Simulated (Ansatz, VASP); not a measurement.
## One calculation of Mg, two programs

The input INCAR:

```
  ALGO = Normal
  EDIFF = 1E-7
  ENCUT = 520
  ISIF = 2
  ISMEAR = -1
  LASPH = True
  LCHARG = False
  LREAL = False
  LWAVE = False
  NBANDS = 12
  NELM = 100
  PREC = Accurate
  SIGMA = 0.05
```

KPOINTS

```
k-points
0
Gamma
  10 10 3
```

File POSCAR:

```
Mg
1.0
    3.2186313040      0.0000000000      0.0000000000
   -1.6093156520      2.7874164746      0.0000000000
    0.0000000000      0.0000000000     10.4546520822
Mg
4
Direct
    0.6666666667      0.3333333333      0.7500000000
    0.0000000000      0.0000000000      0.5000000000
    0.3333333333      0.6666666667      0.2500000000
    0.0000000000      0.0000000000      0.0000000000
```

Contents of input.yaml:

```yaml
crystal:
  lattice:
    - [3.218631304, 0.0, 0.0]
    - [-1.609315652, 2.7874164746, 0.0]
    - [0.0, 0.0, 10.4546520822]
  atoms:
    - { symbol: Mg, position: [0.6666666667, 0.3333333333, 0.75] }
    - { symbol: Mg, position: [0.0, 0.0, 0.5] }
    - { symbol: Mg, position: [0.3333333333, 0.6666666667, 0.25] }
    - { symbol: Mg, position: [0.0, 0.0, 0.0] }
kpoints:
  mp_grid: { grid: [10, 10, 3] }
scf:
  occupations: { method: fermi_dirac, width: 0.05 }
hamiltonian:
  xc: lda
  pseudopotentials: { kind: all_electron, lapw: { basis_error: 0.002 } }
output:
  forces: true
  stress: true
  eigenvalues: true
```

Change from the starting cell: volume scaled by 1.04.

Alike in both runs: task single point; functional LDA; k mesh 10 × 10 × 3; occupations fermi-dirac, width 0.05 eV; no spin polarisation.

|  | VASP | Ansatz |
| --- | --- | --- |
| version | VASP 6.6.1 | Ansatz 0.2.0 |
| potentials or method | VASP PAW LDA potentials, release 64 (Mg), cutoff 520 eV | all-electron LAPW, scalar-relativistic |

```tsv
	VASP	Ansatz	Ansatz less VASP
gap on the k mesh at the Fermi level (eV)	none	none	-
pressure (GPa)	-2.8	-2.5	+0.34
traceless stress, the component that is largest in VASP (GPa)	0.72	0.72	+0.004
```

LDA's correlation is that of Perdew and Zunger in VASP and of Perdew and Wang (1992) in Ansatz. A gap of «none» marks a metal or a gap that the smearing closes. Ansatz ran all-electron here, and VASP with PAW potentials.
